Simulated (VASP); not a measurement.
# ZnGe3 (Pm-3m) in VASP: further runs

Runs on ZnGe3. Level: PBE. Tasks: single point, relaxation of cell and atoms.

Program: VASP 6.6.1. These are calculated values, not measurements. Logs are shortened: lines on timing, memory, paths and dates and some standing lists are left out, and cuts for length are marked.

### Step 1. The cell of the first run

It takes space group Pm-3m (No. 221, cubic). Conventional cell: a = 4.167 Å, b = 4.167 Å, c = 4.167 Å, α = 90.00°, β = 90.00°, γ = 90.00°. Within 3.9 Å of Zn (site symmetry m-3m) lie 12 Ge at 2.95 Å. Within 3.9 Å of Ge (site symmetry 4/mmm) lie 4 Zn at 2.95 Å and 8 Ge at 2.95 Å.

### Step 2. Single point, PBE

INCAR reads:

```
SYSTEM = ZnGe3
PREC     = Accurate       ! precision mode
ENCUT    = 500            ! plane-wave cutoff, eV
EDIFF    = 1E-6           ! SCF threshold, eV
ISMEAR   = -1             ! smearing method
SIGMA    = 0.05           ! smearing width, eV
LREAL    = .False.        ! projectors in reciprocal space
LASPH    = .True.         ! aspherical terms in the spheres
NELM     = 120            ! most SCF steps
ALGO     = Normal         ! electronic algorithm
ISIF     = 2              ! what is computed and relaxed
LWAVE    = .False.        ! write WAVECAR
LCHARG   = .False.        ! write CHGCAR
GGA      = PE             ! functional
NBANDS   = 35             ! bands
GGA_COMPAT= .False.
```

KPOINTS reads:

```
Automatic mesh
0
Gamma
  4 4 4
  0 0 0
```

POSCAR reads:

```
ZnGe3
1.0
    4.1665818381      0.0000000000      0.0000000000
    0.0000000000      4.1665818381      0.0000000000
    0.0000000000      0.0000000000      4.1665818381
Zn Ge
1 3
Direct
    0.0000000000      0.0000000000      0.0000000000
    0.0000000000      0.5000000000      0.5000000000
    0.5000000000      0.0000000000      0.5000000000
    0.5000000000      0.5000000000      0.0000000000
```

Potentials or basis: VASP PAW PBE potentials, release 64 (Zn, Ge_d).

On the command line:

```
$ cat potpaw_PBE.64/Zn/POTCAR potpaw_PBE.64/Ge_d/POTCAR > POTCAR
$ mpirun -np 1 vasp_std > vasp.out
```

OUTCAR:

```text
SYSTEM = ZnGe3
   PREC = Accurate
   ENCUT = 500
   EDIFF = 1E-6
   ISMEAR = -1
   LREAL = .False.
   LASPH = .True.
   NELM = 120
   ISIF = 2
   GGA = PE

 ion  position               nearest neighbor table
   1  0.000  0.000  0.000-   2 2.95   3 2.95   4 2.95   2 2.95   3 2.95   2 2.95   4 2.95   2 2.95
                             3 2.95   4 2.95   3 2.95   4 2.95
   2  0.000  0.500  0.500-   1 2.95   1 2.95   1 2.95   1 2.95
   3  0.500  0.000  0.500-   1 2.95   1 2.95   1 2.95   1 2.95
   4  0.500  0.500  0.000-   1 2.95   1 2.95   1 2.95   1 2.95

  LATTYP: Found a simple cubic cell.
 ALAT       =     4.1665818381

  Lattice vectors:

 A1 = (   4.1665818381,   0.0000000000,   0.0000000000)
 A2 = (   0.0000000000,   4.1665818381,   0.0000000000)
 A3 = (   0.0000000000,   0.0000000000,   4.1665818381)

Analysis of symmetry for initial positions (statically):
=====================================================================
 Subroutine PRICEL returns:
 Original cell was already a primitive cell.

 Routine SETGRP: Setting up the symmetry group for a
 simple cubic supercell.

 Subroutine GETGRP returns: Found 48 space group operations
 (whereof 48 operations were pure point group operations)
 out of a pool of 48 trial point group operations.

The static configuration has the point symmetry O_h .

Analysis of symmetry for dynamics (positions and initial velocities):
=====================================================================
 Subroutine PRICEL returns:
 Original cell was already a primitive cell.

 Routine SETGRP: Setting up the symmetry group for a
 simple cubic supercell.

 Subroutine GETGRP returns: Found 48 space group operations
 (whereof 48 operations were pure point group operations)
 out of a pool of 48 trial point group operations.

The dynamic configuration has the point symmetry O_h .

 Subroutine INISYM returns: Found 48 space group operations
 (whereof 48 operations are pure point group operations),
 and found     1 'primitive' translations

----------------------------------------------------------------------------------------

                                     Primitive cell

  volume of cell :      72.3335

  direct lattice vectors                    reciprocal lattice vectors
     4.166581838  0.000000000  0.000000000     0.240004886  0.000000000  0.000000000
     0.000000000  4.166581838  0.000000000     0.000000000  0.240004886  0.000000000
     0.000000000  0.000000000  4.166581838     0.000000000  0.000000000  0.240004886

  length of vectors
     4.166581838  4.166581838  4.166581838     0.240004886  0.240004886  0.240004886

  position of ions in fractional coordinates (direct lattice)
     0.000000000  0.000000000  0.000000000
     0.000000000  0.500000000  0.500000000
     0.500000000  0.000000000  0.500000000
     0.500000000  0.500000000  0.000000000

  ion indices of the primitive-cell ions
   primitive index   ion index
                 1           1
                 2           2
                 3           3
                 4           4

----------------------------------------------------------------------------------------

 KPOINTS: Automatic mesh

Automatic generation of k-mesh.
 Grid dimensions read from file:
 generate k-points for:    4    4    4

 Generating k-lattice:

  Cartesian coordinates                     Fractional coordinates (reciprocal lattice)
     0.060001222  0.000000000  0.000000000     0.250000000  0.000000000  0.000000000
     0.000000000  0.060001222  0.000000000     0.000000000  0.250000000  0.000000000
     0.000000000  0.000000000  0.060001222     0.000000000  0.000000000  0.250000000

  Length of vectors
     0.060001222  0.060001222  0.060001222

  Shift w.r.t. Gamma in fractional coordinates (k-lattice)
     0.000000000  0.000000000  0.000000000

 Subroutine IBZKPT returns following result:
 ===========================================

 Found     10 irreducible k-points:

 Following reciprocal coordinates:
            Coordinates               Weight
  0.000000  0.000000  0.000000      1.000000
  0.250000  0.000000  0.000000      6.000000
  0.500000  0.000000  0.000000      3.000000
  0.250000  0.250000  0.000000     12.000000
  0.500000  0.250000  0.000000     12.000000
  0.500000  0.500000  0.000000      3.000000
  0.250000  0.250000  0.250000      8.000000
  0.500000  0.250000  0.250000     12.000000
  0.500000  0.500000  0.250000      6.000000
  0.500000  0.500000  0.500000      1.000000
   k-points           NKPTS =     10   k-points in BZ     NKDIM =     10   number of bands    NBANDS=     35
   number of dos      NEDOS =    301   number of ions     NIONS =      4
   total plane-waves  NPLWV =  27000
   dimension x,y,z NGX =    30 NGY =   30 NGZ =   30
   dimension x,y,z NGXF=    60 NGYF=   60 NGZF=   60
   ions per type =               1   3
   NGX,Y,Z   is equivalent  to a cutoff of  11.97, 11.97, 11.97 a.u.
   NGXF,Y,Z  is equivalent  to a cutoff of  23.94, 23.94, 23.94 a.u.
 SYSTEM =  ZnGe3
   PREC   = accura    normal or accurate (medium, high low for compatibility)
   ISTART =      0    job   : 0-new  1-cont  2-samecut
   ICHARG =      2    charge: 1-file 2-atom 10-const
   ISPIN  =      1    spin polarized calculation?
   LNONCOLLINEAR =      F non collinear calculations
   LSORBIT =      F    spin-orbit coupling
   LASPH  =      T    aspherical Exc in radial PAW
   ENCUT  =  500.0 eV  36.75 Ry    6.06 a.u.   7.60  7.60  7.60*2*pi/ulx,y,z
   NELM   =    120;   NELMIN=  2; NELMDL= -5     # of ELM steps
   EDIFF  = 0.1E-05   stopping-criterion for ELM
   LREAL  =      F    real-space projection
   EDIFFG = 0.1E-04   stopping-criterion for IOM
   NSW    =      0    number of steps for IOM
   IBRION =     -1    ionic relax: 0-MD 1-quasi-New 2-CG
   NFREE  =      0    steps in history (QN), initial steepest desc. (CG)
   ISIF   =      2    stress and relaxation
   ISYM   =      2    0-nonsym 1-usesym 2-fastsym
   POTIM  = 0.5000    time-step for ionic-motion
   TEBEG  =    0.0;   TEEND  =   0.0 temperature during run
   PSTRESS=    0.0 pullay stress
   NELECT =      54.0000    total number of electrons
   NUPDOWN=      -1.0000    fix difference up-down
   EMIN   =  10.00;   EMAX   =-10.00  energy-range for DOS
   EFERMI =   0.00;   METHOD = LEGACY
   ISMEAR =    -1;   SIGMA  =   0.05  broadening in eV -4-tet -1-fermi 0-gaus
   EFERMI_NEDOS =   21; number of points for ismear=-14 and -15
   IALGO  =     38    algorithm
   IMIX   =      4    mixing-type and parameters
     AMIX     =   0.40;   BMIX     =  1.00
     AMIX_MAG =   1.60;   BMIX_MAG =  1.00
  volume/ion in A,a.u.               =      18.08       122.03
  Fermi-wavevector in a.u.,A,eV,Ry     =   1.485113  2.806457 30.008474  2.205561
  Thomas-Fermi vector in A             =   2.598565
   LORBIT       =      0    0 simple, 1 ext, 2 COOP (PROOUT), +10 PAW based schemes
   GGA     = PE    functional components
   LHFCALC =     F    Hartree Fock is set to
   AEXX    =    0.0000 exact exchange contribution
   IVDW    =     0    specifies the selected vdW correction
   LEPSILON=     F    determine dielectric tensor
   LRPA    =     F    only Hartree local field effects (RPA)
 non-spin polarized calculation
  energy-cutoff  :      500.00
  volume of cell :       72.33
 maximum number of plane-waves:      1856
   NGX = 15   NGY = 15   NGZ = 15

 number of electron      54.0000088 magnetization

 Free energy of the ion-electron system (eV)
  ---------------------------------------------------
  ext. energy  EPLUGINS =         0.00000000
  ---------------------------------------------------
  free energy    TOTEN  =       -13.66032036 eV

  energy without entropy =      -13.65050755  energy(sigma->0) =      -13.65541396

 E-fermi :   5.9785     XC(G=0): -11.3150

 val. band max:        5.7242916272   @ k =   0.5000   0.2500   0.0000
 cond. band min:       6.0237839833   @ k =   0.5000   0.5000   0.0000
 fundamental gap:      0.2994923561
 Fermi energy:         5.9785443129

 k-point     1 :       0.0000    0.0000    0.0000
  band No.  band energies     occupation
      1     -18.8693      2.00000
      2     -18.8693      2.00000
      3     -18.8693      2.00000
      4     -18.8551      2.00000
      5     -18.8191      2.00000
      6     -18.8191      2.00000
[... 27 lines left out ...]
     34      13.4639      0.00000
     35      13.5724      0.00000

 k-point     2 :       0.2500    0.0000    0.0000
  band No.  band energies     occupation
      1     -18.8661      2.00000
      2     -18.8474      2.00000
      3     -18.8474      2.00000
      4     -18.8410      2.00000
      5     -18.8171      2.00000
      6     -18.8066      2.00000
[... 27 lines left out ...]
     34      14.0457      0.00000
     35      14.1815      0.00000

 k-point     3 :       0.5000    0.0000    0.0000
  band No.  band energies     occupation
      1     -18.8626      2.00000
      2     -18.8224      2.00000
      3     -18.8116      2.00000
      4     -18.8031      2.00000
      5     -18.8031      2.00000
      6     -18.7874      2.00000
[... 27 lines left out ...]
     34      11.9976      0.00000
     35      13.3041      0.00000
[... 191 lines left out ...]
 k-point     9 :       0.5000    0.5000    0.2500
  band No.  band energies     occupation
      1     -18.8280      2.00000
      2     -18.8280      2.00000
      3     -18.8213      2.00000
      4     -18.8209      2.00000
      5     -18.8143      2.00000
      6     -18.8143      2.00000
[... 27 lines left out ...]
     34      13.4115      0.00000
     35      15.5105      0.00000

 k-point    10 :       0.5000    0.5000    0.5000
  band No.  band energies     occupation
      1     -18.8301      2.00000
      2     -18.8297      2.00000
      3     -18.8297      2.00000
      4     -18.8297      2.00000
      5     -18.8258      2.00000
      6     -18.8258      2.00000
[... 27 lines left out ...]
     34      16.8317      0.00000
     35      16.8317      0.00000

------------------------ aborting loop because EDIFF is reached ----------------------------------------

  FORCE on cell =-STRESS in cart. coord.  units (eV):
  Direction    XX          YY          ZZ          XY          YZ          ZX
  --------------------------------------------------------------------------------------
  -------------------------------------------------------------------------------------
  Total        0.4547253      0.4547253      0.4547253      0.0000000     -0.0000000     -0.0000000
  in kB       10.0720992     10.0720992     10.0720992      0.0000000     -0.0000000     -0.0000000
  external PRESSURE =      10.0720992 kB  Pullay stress =       0.0000000 kB

 VOLUME and BASIS-vectors are now :
 -----------------------------------------------------------------------------
  energy-cutoff  :      500.00
  volume of cell :       72.33
      direct lattice vectors                 reciprocal lattice vectors
     4.166581838  0.000000000  0.000000000     0.240004886  0.000000000  0.000000000
     0.000000000  4.166581838  0.000000000     0.000000000  0.240004886  0.000000000
     0.000000000  0.000000000  4.166581838     0.000000000  0.000000000  0.240004886

 POSITION                                       TOTAL-FORCE (eV/Angst)
 -----------------------------------------------------------------------------------
      0.00000      0.00000      0.00000         0.000000      0.000000      0.000000
      0.00000      2.08329      2.08329         0.000000      0.000000      0.000000
      2.08329      0.00000      2.08329         0.000000      0.000000      0.000000
      2.08329      2.08329      0.00000         0.000000      0.000000      0.000000
 -----------------------------------------------------------------------------------
    total drift:                                0.000000      0.000000     -0.000000

  FREE ENERGIE OF THE ION-ELECTRON SYSTEM (eV)
  ---------------------------------------------------
  free  energy   TOTEN  =       -13.6603203646 eV

  energy  without entropy=      -13.6505075523  energy(sigma->0) =      -13.65541396
```

Wall time 47 s (1 thread of Intel Xeon 8259CL, shared host); peak memory 0.17 GiB.

Results:

- Free energy: -13.6603 eV
- Pressure: 1.0 GPa
- Band gap on the k mesh: zero (bands 27 and 28 overlap by 4.40 eV)

Caveat: the k points lie up to 0.38 Å⁻¹ apart, too coarse for converged energies and pressures of a metal.

### Step 3. Single point, PBE

This run uses another cell than the first one, of 18.36 Å³/atom.

INCAR reads:

```
SYSTEM = ZnGe3
PREC = Accurate ; ENCUT = 500
EDIFF = 1E-6 ; ISMEAR = -1
SIGMA = 0.05 ; LREAL = .FALSE.
LASPH = .TRUE. ; NELM = 120
ALGO = Normal ; ISIF = 2
LWAVE = .FALSE. ; LCHARG = .FALSE.
GGA = PE ; NBANDS = 35
GGA_COMPAT = .FALSE.
```

KPOINTS reads:

```
Automatic mesh
0
G
  4 4 4
  0 0 0
```

POSCAR reads:

```
ZnGe3
1.0
    4.1876255376      0.0000000000      0.0000000000
    0.0000000000      4.1876255376      0.0000000000
    0.0000000000      0.0000000000      4.1876255376
Zn Ge
1 3
Direct
    0.0000000000      0.0000000000      0.0000000000
    0.0000000000      0.5000000000      0.5000000000
    0.5000000000      0.0000000000      0.5000000000
    0.5000000000      0.5000000000      0.0000000000
```

Potentials or basis: VASP PAW PBE potentials, release 64 (Zn, Ge_d).

On the command line:

```
$ cat potpaw_PBE.64/Zn/POTCAR potpaw_PBE.64/Ge_d/POTCAR > POTCAR
$ mpirun -np 1 vasp_std > vasp.out
```

Run time: 36 s. Hardware: 1 thread of Intel Xeon 8259CL, shared host; peak memory 0.18 GiB.

It converged, with:

* Free energy: -13.6644 eV
* Pressure: 0.1 GPa
* Band gap on the k mesh: zero (bands 27 and 28 overlap by 4.33 eV)

Levels at points of the mesh, in eV from the Fermi level:
| k point | band 23 | band 24 | band 25 | band 26 | band 27 | band 28 | band 29 | band 30 | band 31 | band 32 |
| --- | --- | --- | --- | --- | --- | --- | --- | --- | --- | --- |
| (0.00, 0.00, 0.00) | -5.02 | -3.71 | -3.71 | -3.71 | -1.38 | 2.88 | 2.88 | 2.88 | 4.50 | 4.50 |
| (0.50, 0.00, 0.00) | -4.86 | -1.77 | -1.77 | -1.61 | -0.88 | -0.88 | 0.39 | 0.50 | 5.14 | 5.14 |
| (0.50, 0.50, 0.00) | -6.78 | -6.02 | -0.55 | 0.08 | 0.39 | 0.39 | 0.60 | 0.60 | 2.52 | 2.96 |
| (0.50, 0.50, 0.50) | -6.46 | -5.66 | -4.77 | -4.77 | -4.77 | -3.12 | 7.14 | 7.14 | 7.28 | 7.28 |

Caveat: the k points lie up to 0.38 Å⁻¹ apart, too coarse for converged energies and pressures of a metal.

[end of part 1 of 2]

The gap in the log of VASP goes by the Fermi energy; the results here count the filled bands.